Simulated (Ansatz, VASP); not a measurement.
TaSi2: VASP beside Ansatz

```
CELL_PARAMETERS angstrom
4.43270 0.00000 0.00000
-2.21635 3.83883 0.00000
0.00000 0.00000 2.61179
ATOMIC_POSITIONS crystal
Ta 0.00000 0.00000 0.00000
Si 0.66667 0.33333 0.50000
Si 0.33333 0.66667 0.50000
```

Alike in both runs: task relaxation of cell and atoms; functional PBE; k mesh 12 × 12 × 18; occupations gaussian, width 0.1 eV; no spin polarisation.

```csv
,VASP,Ansatz
version,VASP 6.6.1,Ansatz 0.2.0
potentials or method,"VASP PAW PBE potentials, release 64 (Ta_pv, Si), cutoff 600 eV","scalar-relativistic, plane waves, PAW"
valence electrons in the cell,19,21
```

Ansatz gave:

| Quantity | Value |
| --- | --- |
| gap on the k mesh at the Fermi level, each at its own relaxed structure (eV) | none |
| relaxed volume (Å³/atom) | 14.85 |
| relaxed length of the cell vector where the two differ most in proportion (Å) | 4.408 |

Estimate VASP's values.

gap on the k mesh at the Fermi level, each at its own relaxed structure (eV): none; relaxed volume (Å³/atom): 14.86; relaxed length of the cell vector where the two differ most in proportion (Å): 4.409.

A gap of «none» marks a metal or a gap that the smearing closes. VASP's potentials hold 19 valence electrons a cell and Ansatz's 21, so a difference there can come from the potentials and not from the codes.

Neither program's run includes spin-orbit coupling.
